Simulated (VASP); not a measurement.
Here is a VASP 6.6.1 calculation.

The input INCAR:

```
  PREC = Accurate
  ENCUT = 520
  EDIFF = 1E-6
  ISMEAR = -1
  SIGMA = 0.03
  LREAL = False
  LASPH = True
  NELM = 100
  ALGO = Normal
  ISIF = 2
  LWAVE = False
  LCHARG = False
  GGA = PE
  NBANDS = 14
```

Contents of KPOINTS:

```
regular mesh
0
Gamma
  14 14 14
```

The input POSCAR:

```
CoSi
1.0
    2.8269377447      0.0000000000      0.0000000000
    0.0000000000      2.8269377447      0.0000000000
    0.0000000000      0.0000000000      2.8269377447
Co Si
1 1
Direct
    0.0000000000      0.0000000000      0.0000000000
    0.5000000000      0.5000000000      0.5000000000
```

Potentials or basis: VASP PAW PBE potentials, release 64 (Co, Si).

Run with:

```bash
$ cat potpaw_PBE.64/Co/POTCAR potpaw_PBE.64/Si/POTCAR > POTCAR
$ mpirun -np 1 vasp_std > vasp.out
```

(1) Estimate the band gap on the k mesh.

(2) Predict the pressure.

Answers

(1) zero (an odd number of electrons rules out a gap without spin polarisation).

(2) -10.1 GPa.

Caveat: the cell stands under tension; the run has no spin polarisation, though such a crystal can be magnetic.
